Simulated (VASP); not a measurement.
# Mn in VASP: settings compared

Mn is run at these levels: PBEsol, PBE; tasks: single point.

Everything below comes from runs of VASP 6.6.1. Logs are shortened: lines on timing, memory, paths and dates and some standing lists are left out, and cuts for length are marked.

### Step 1. The cell of the first run

The cell holds a sheet with vacuum, 1 atom: a = 2.614 Å, b = 2.614 Å, c = 23.800 Å, α = 90.00°, β = 90.00°, γ = 90.00°.

### Step 2. Single point, PBEsol, collinear spin, ferromagnetic start

INCAR reads:

```
ALGO = Normal
DIPOL = 0.5 0.5 0.294
EDIFF = 1E-6
ENCUT = 520
GGA = PS
IDIPOL = 3
ISIF = 2
ISMEAR = -1
ISPIN = 2
LASPH = T
LCHARG = F
LDIPOL = T
LMAXMIX = 4
LORBIT = 11
LREAL = F
LWAVE = F
MAGMOM = 4
NBANDS = 16
NELM = 150
PREC = Accurate
SIGMA = 0.05
```

KPOINTS reads:

```
k-points
0
Gamma
  10 10 1
```

POSCAR reads:

```
Mn
1.0
    2.6143200000      0.0000000000      0.0000000000
    0.0000000000      2.6143200000      0.0000000000
    0.0000000000      0.0000000000     23.8000000000
Mn
1
Direct
    0.0000000000      0.0000000000      0.2941200000
```

Potentials or basis: VASP PAW PBE potentials, release 64 (Mn_pv).

Started as:

```sh
$ cat potpaw_PBE.64/Mn_pv/POTCAR > POTCAR
$ mpirun -np 1 vasp_std > vasp.out
```

OUTCAR:

```text
EDIFF = 1E-6
   ENCUT = 520
   GGA = PS
   ISIF = 2
   ISMEAR = -1
   ISPIN = 2
   LASPH = T
   LORBIT = 11
   LREAL = F
   NELM = 150
   PREC = Accurate

 ion  position               nearest neighbor table
   1  0.000  0.000  0.294-

  LATTYP: Found a simple tetragonal cell.
 ALAT       =     2.6143200000
 C/A-ratio  =     9.1037057437

  Lattice vectors:

 A1 = (   2.6143200000,   0.0000000000,   0.0000000000)
 A2 = (   0.0000000000,   2.6143200000,   0.0000000000)
 A3 = (   0.0000000000,   0.0000000000,  23.8000000000)

Analysis of symmetry for initial positions (statically):
=====================================================================
 Subroutine PRICEL returns:
 Original cell was already a primitive cell.

 Routine SETGRP: Setting up the symmetry group for a
 simple tetragonal supercell.

 Subroutine GETGRP returns: Found 16 space group operations
 (whereof  8 operations were pure point group operations)
 out of a pool of 16 trial point group operations.

The static configuration has the point symmetry C_4v.
 The point group associated with its full space group is D_4h.

Analysis of symmetry for dynamics (positions and initial velocities):
=====================================================================
 Subroutine PRICEL returns:
 Original cell was already a primitive cell.

 Routine SETGRP: Setting up the symmetry group for a
 simple tetragonal supercell.

 Subroutine GETGRP returns: Found 16 space group operations
 (whereof  8 operations were pure point group operations)
 out of a pool of 16 trial point group operations.

The dynamic configuration has the point symmetry C_4v.
 The point group associated with its full space group is D_4h.

Analysis of structural, dynamic, and magnetic symmetry:
=====================================================================
 Subroutine PRICEL returns:
 Original cell was already a primitive cell.

 Routine SETGRP: Setting up the symmetry group for a
 simple tetragonal supercell.

 Subroutine GETGRP returns: Found 16 space group operations
 (whereof  8 operations were pure point group operations)
 out of a pool of 16 trial point group operations.

The overall configuration has the point symmetry C_4v.
 The point group associated with its full space group is D_4h.

 Subroutine INISYM returns: Found 16 space group operations
 (whereof  8 operations are pure point group operations),
 and found     1 'primitive' translations

----------------------------------------------------------------------------------------

                                     Primitive cell

  volume of cell :     162.6651

  direct lattice vectors                    reciprocal lattice vectors
     2.614320000  0.000000000  0.000000000     0.382508645  0.000000000  0.000000000
     0.000000000  2.614320000  0.000000000     0.000000000  0.382508645  0.000000000
     0.000000000  0.000000000 23.800000000     0.000000000  0.000000000  0.042016807

  length of vectors
     2.614320000  2.614320000 23.800000000     0.382508645  0.382508645  0.042016807

  position of ions in fractional coordinates (direct lattice)
     0.000000000  0.000000000  0.294120000

  ion indices of the primitive-cell ions
   primitive index   ion index
                 1           1

----------------------------------------------------------------------------------------

 KPOINTS: k-points

Automatic generation of k-mesh.
 Grid dimensions read from file:
 generate k-points for:   10   10    1

 Generating k-lattice:

  Cartesian coordinates                     Fractional coordinates (reciprocal lattice)
     0.038250864  0.000000000  0.000000000     0.100000000  0.000000000  0.000000000
     0.000000000  0.038250864  0.000000000     0.000000000  0.100000000  0.000000000
     0.000000000  0.000000000  0.042016807     0.000000000  0.000000000  1.000000000

  Length of vectors
     0.038250864  0.038250864  0.042016807

  Shift w.r.t. Gamma in fractional coordinates (k-lattice)
     0.000000000  0.000000000  0.000000000

 Subroutine IBZKPT returns following result:
 ===========================================

 Found     21 irreducible k-points:

 Following reciprocal coordinates:
            Coordinates               Weight
  0.000000  0.000000  0.000000      1.000000
  0.100000  0.000000  0.000000      4.000000
  0.200000  0.000000  0.000000      4.000000
  0.300000  0.000000  0.000000      4.000000
  0.400000  0.000000  0.000000      4.000000
  0.500000  0.000000  0.000000      2.000000
[... 13 lines left out ...]
  0.500000  0.400000  0.000000      4.000000
  0.500000  0.500000  0.000000      1.000000
   k-points           NKPTS =     21   k-points in BZ     NKDIM =     21   number of bands    NBANDS=     16
   number of dos      NEDOS =    301   number of ions     NIONS =      1
   total plane-waves  NPLWV =  72000
   dimension x,y,z NGX =    20 NGY =   20 NGZ =  180
   dimension x,y,z NGXF=    40 NGYF=   40 NGZF=  360
   ions per type =               1
   NGX,Y,Z   is equivalent  to a cutoff of  12.72, 12.72, 12.57 a.u.
   NGXF,Y,Z  is equivalent  to a cutoff of  25.44, 25.44, 25.15 a.u.
 SYSTEM =  unknown system
   PREC   = accura    normal or accurate (medium, high low for compatibility)
   ISTART =      0    job   : 0-new  1-cont  2-samecut
   ICHARG =      2    charge: 1-file 2-atom 10-const
   ISPIN  =      2    spin polarized calculation?
   LNONCOLLINEAR =      F non collinear calculations
   LSORBIT =      F    spin-orbit coupling
   LASPH  =      T    aspherical Exc in radial PAW
   ENCUT  =  520.0 eV  38.22 Ry    6.18 a.u.   4.86  4.86 44.25*2*pi/ulx,y,z
   NELM   =    150;   NELMIN=  2; NELMDL= -5     # of ELM steps
   EDIFF  = 0.1E-05   stopping-criterion for ELM
   LREAL  =      F    real-space projection
   EDIFFG = 0.1E-04   stopping-criterion for IOM
   NSW    =      0    number of steps for IOM
   IBRION =     -1    ionic relax: 0-MD 1-quasi-New 2-CG
   NFREE  =      0    steps in history (QN), initial steepest desc. (CG)
   ISIF   =      2    stress and relaxation
   ISYM   =      2    0-nonsym 1-usesym 2-fastsym
   POTIM  = 0.5000    time-step for ionic-motion
   TEBEG  =    0.0;   TEEND  =   0.0 temperature during run
   PSTRESS=    0.0 pullay stress
   NELECT =      13.0000    total number of electrons
   NUPDOWN=      -1.0000    fix difference up-down
   EMIN   =  10.00;   EMAX   =-10.00  energy-range for DOS
   EFERMI =   0.00;   METHOD = LEGACY
   ISMEAR =    -1;   SIGMA  =   0.05  broadening in eV -4-tet -1-fermi 0-gaus
   EFERMI_NEDOS =   21; number of points for ismear=-14 and -15
   IALGO  =     38    algorithm
   IMIX   =      4    mixing-type and parameters
     AMIX     =   0.40;   BMIX     =  1.00
     AMIX_MAG =   1.60;   BMIX_MAG =  1.00
  volume/ion in A,a.u.               =     162.67      1097.72
  Fermi-wavevector in a.u.,A,eV,Ry     =   0.705166  1.332570  6.765613  0.497259
  Thomas-Fermi vector in A             =   1.790604
   LORBIT       =     11    0 simple, 1 ext, 2 COOP (PROOUT), +10 PAW based schemes
   GGA     = PS    functional components
   LHFCALC =     F    Hartree Fock is set to
   AEXX    =    0.0000 exact exchange contribution
   IVDW    =     0    specifies the selected vdW correction
   LEPSILON=     F    determine dielectric tensor
   LRPA    =     F    only Hartree local field effects (RPA)
 spin polarized calculation
  energy-cutoff  :      520.00
  volume of cell :      162.67
 maximum number of plane-waves:      4416
 NGX is ok and might be reduce to    20
   NGX =  9   NGY =  9   NGZ = 89

 dipolmoment           0.000000      0.000000      0.000062 electrons x Angstroem

 number of electron      12.9999981 magnetization       4.3218016

 dipolmoment           0.000000      0.000000     -0.000002 electrons x Angstroem

 Free energy of the ion-electron system (eV)
  ---------------------------------------------------
  ext. energy  EPLUGINS =         0.00000000
  ---------------------------------------------------
  free energy    TOTEN  =        -7.23486479 eV

  energy without entropy =       -7.22408736  energy(sigma->0) =       -7.22947607

 E-fermi :  -2.6551     XC(G=0):  -1.8822

 val. band max:       -2.6675666664   @ k =   0.4000   0.1000   0.0000
 cond. band min:      -2.5809296893   @ k =   0.5000   0.0000   0.0000
 fundamental gap:      0.0866369770
 Fermi energy:        -2.6551318632

 spin component 1

 k-point     1 :       0.0000    0.0000    0.0000
  band No.  band energies     occupation
      1     -52.7272      1.00000
      2     -52.0457      1.00000
      3     -52.0457      1.00000
      4      -8.3293      1.00000
      5      -6.2453      1.00000
      6      -5.6794      1.00000
[... 8 lines left out ...]
     15       2.3391      0.00000
     16       3.7716      0.00000
[... 362 lines left out ...]
 k-point    21 :       0.5000    0.5000    0.0000
  band No.  band energies     occupation
      1     -52.6829      1.00000
      2     -52.2513      1.00000
      3     -52.2513      1.00000
      4      -6.5139      1.00000
      5      -5.5655      1.00000
      6      -5.5655      1.00000
[... 8 lines left out ...]
     15       9.2518      0.00000
     16       9.2518      0.00000
 Fermi energy:        -2.6551318632

 spin component 2

 k-point     1 :       0.0000    0.0000    0.0000
  band No.  band energies     occupation
      1     -48.4295      1.00000
      2     -48.1505      1.00000
      3     -48.1505      1.00000
      4      -7.0378      1.00000
      5      -3.2272      0.99999
      6      -2.3397      0.00182
[... 8 lines left out ...]
     15       2.5791      0.00000
     16       3.9469      0.00000
[... 362 lines left out ...]
 k-point    21 :       0.5000    0.5000    0.0000
  band No.  band energies     occupation
      1     -48.3830      1.00000
      2     -48.3830      1.00000
      3     -48.3782      1.00000
      4      -3.9372      1.00000
      5      -1.9669      0.00000
      6      -1.9669      0.00000
[... 8 lines left out ...]
     15      10.3234      0.00000
     16      10.3234      0.00000

------------------------ aborting loop because EDIFF is reached ----------------------------------------

 vacuum level on the upper side and lower side of the slab       (xc-potential included)        -0.136        -0.139

  FORCE on cell =-STRESS in cart. coord.  units (eV):
  Direction    XX          YY          ZZ          XY          YZ          ZX
  --------------------------------------------------------------------------------------
  -------------------------------------------------------------------------------------
  Total       -0.5371047     -0.5371047     -0.0021094      0.0000000      0.0000000      0.0000000
  in kB       -5.2902365     -5.2902365     -0.0207764      0.0000000      0.0000000      0.0000000
  external PRESSURE =      -3.5337498 kB  Pullay stress =       0.0000000 kB

 VOLUME and BASIS-vectors are now :
 -----------------------------------------------------------------------------
  energy-cutoff  :      520.00
  volume of cell :      162.67
      direct lattice vectors                 reciprocal lattice vectors
     2.614320000  0.000000000  0.000000000     0.382508645  0.000000000  0.000000000
     0.000000000  2.614320000  0.000000000     0.000000000  0.382508645  0.000000000
     0.000000000  0.000000000 23.800000000     0.000000000  0.000000000  0.042016807

 POSITION                                       TOTAL-FORCE (eV/Angst)
 -----------------------------------------------------------------------------------
      0.00000      0.00000      7.00006         0.000000      0.000000      0.000000
 -----------------------------------------------------------------------------------
    total drift:                                0.000000      0.000000      0.000297

  FREE ENERGIE OF THE ION-ELECTRON SYSTEM (eV)
  ---------------------------------------------------
  free  energy   TOTEN  =        -7.2348647856 eV

  energy  without entropy=       -7.2240873583  energy(sigma->0) =       -7.22947607

 vacuum level on the upper side and lower side of the slab         1.040         1.034

 total charge

# of ion       s       p       d       tot
------------------------------------------
    1        0.362   6.124   4.980  11.467

 magnetization (x)

# of ion       s       p       d       tot
------------------------------------------
    1        0.037   0.046   3.803   3.886
```

Run time: 1.7 min. Hardware: 1 thread of Intel Xeon 6975P-C (Granite Rapids), shared host; peak memory 0.34 GiB.

Results:

| Item | Value |
| --- | --- |
| Free energy | -7.2349 eV |
| Net moment | 4.32 μB per cell |
| Site moments | Mn +3.89 μB |
| Valence electrons inside the program's atomic spheres | Mn 11.47 |

Levels at points of the mesh, in eV from the Fermi level:
Spin up:
```tsv
k point	band 5	band 6	band 7	band 8	band 9	band 10	band 11	band 12	band 13	band 14
(0.00, 0.00, 0.00)	-3.59	-3.02	-1.70	-1.70	-0.80	-0.60	3.26	3.72	3.95	4.78
(0.50, 0.00, 0.00)	-3.42	-2.20	-1.70	-1.56	0.07	2.96	4.49	6.91	8.43	8.79
(0.50, 0.50, 0.00)	-2.91	-2.91	-1.97	-0.08	5.01	5.01	9.09	9.64	9.74	11.02
```
Spin down:
```
           k point  band 1  band 2  band 3  band 4  band 5  band 6  band 7  band 8  band 9
(0.00, 0.00, 0.00)  -45.77  -45.50  -45.50   -4.38   -0.57    0.32    0.52    2.27    2.27
(0.50, 0.00, 0.00)  -45.76  -45.75  -45.47   -0.79   -0.17    0.96    1.50    1.81    2.45
(0.50, 0.50, 0.00)  -45.73  -45.73  -45.72   -1.28    0.69    0.69    2.05    3.55    6.38
```

Caveat: the PAW data sets were made with another functional, which shifts forces and pressure a little.

### Step 3. Single point, PBE, collinear spin, ferromagnetic start

INCAR reads:

```
SYSTEM = Mn
PREC = Accurate
ENCUT = 400
EDIFF = 1E-6
ISMEAR = -1
SIGMA = 0.05
LREAL = .False.
LASPH = .True.
NELM = 200
ALGO = Normal
ISIF = 2
LWAVE = .False.
LCHARG = .False.
ISPIN = 2
MAGMOM = 4
LORBIT = 11
LMAXMIX = 4
LDIPOL = .True.
IDIPOL = 3
DIPOL = 0.5 0.5 0.294
GGA = PE
NBANDS = 16
GGA_COMPAT = .False.
NELMDL = -8
```

KPOINTS reads:

```
Automatic mesh
0
Gamma
  10 10 1
  0 0 0
```

POSCAR is that of step 2.

Potentials or basis: VASP PAW PBE potentials, release 64 (Mn_pv).

Started as:

```sh
$ cat potpaw_PBE.64/Mn_pv/POTCAR > POTCAR
$ mpirun -np 1 vasp_std > vasp.out
```

Run time: 2.1 min. Hardware: 1 thread of AMD EPYC 7R43 (Zen 3), shared host; peak memory 0.24 GiB.

The run converged. Its results:

| Property | Result |
| --- | --- |
| Free energy | -6.9272 eV |
| Net moment | 4.32 μB per cell |
| Site moments | Mn +3.89 μB |
| Valence electrons inside the program's atomic spheres | Mn 11.46 |

Levels at points of the mesh, in eV from the Fermi level:
Spin up:
| k point | band 5 | band 6 | band 7 | band 8 | band 9 | band 10 | band 11 | band 12 | band 13 | band 14 |
| --- | --- | --- | --- | --- | --- | --- | --- | --- | --- | --- |
| (0.00, 0.00, 0.00) | -3.56 | -3.03 | -1.71 | -1.71 | -0.82 | -0.59 | 3.10 | 3.57 | 3.85 | 4.65 |
| (0.50, 0.00, 0.00) | -3.42 | -2.21 | -1.71 | -1.58 | 0.14 | 2.97 | 4.48 | 6.88 | 8.30 | 8.62 |
| (0.50, 0.50, 0.00) | -2.92 | -2.92 | -1.99 | -0.08 | 5.07 | 5.07 | 9.09 | 9.69 | 9.73 | 11.05 |
Spin down:
| k point | band 1 | band 2 | band 3 | band 4 | band 5 | band 6 | band 7 | band 8 |
| --- | --- | --- | --- | --- | --- | --- | --- | --- |
| (0.00, 0.00, 0.00) | -45.87 | -45.61 | -45.61 | -4.43 | -0.58 | 0.28 | 0.47 | 2.28 |
| (0.50, 0.00, 0.00) | -45.87 | -45.84 | -45.59 | -0.79 | -0.17 | 0.89 | 1.47 | 1.82 |
| (0.50, 0.50, 0.00) | -45.84 | -45.84 | -45.82 | -1.31 | 0.70 | 0.70 | 2.02 | 3.54 |
